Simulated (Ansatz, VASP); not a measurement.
## One calculation of MgO, two programs

```
CELL_PARAMETERS angstrom
0.00000 2.10607 2.10607
2.10607 0.00000 2.10607
2.10607 2.10607 0.00000
ATOMIC_POSITIONS crystal
Mg 0.00000 0.00000 0.00000
O 0.50000 0.50000 0.50000
```

Alike in both runs: task single point; functional PBE; k mesh 8 × 8 × 8; occupations methfessel-paxton of order 1, width 0.05 eV; no spin polarisation.

|  | VASP | Ansatz |
| --- | --- | --- |
| version | VASP 6.6.1 | Ansatz 0.2.0 |
| potentials or method | VASP PAW PBE potentials, release 64 (Mg_sv, O), cutoff 840 eV | PAW, plane waves, scalar-relativistic |
| valence electrons in the cell | 16 | 16 |

VASP gave:

- pressure (GPa): 4.8

Task: Estimate Ansatz's values.

Result: Pressure (GPa): 4.7.

With one functional, cell and mesh, what is left measures potentials, basis and numerics.
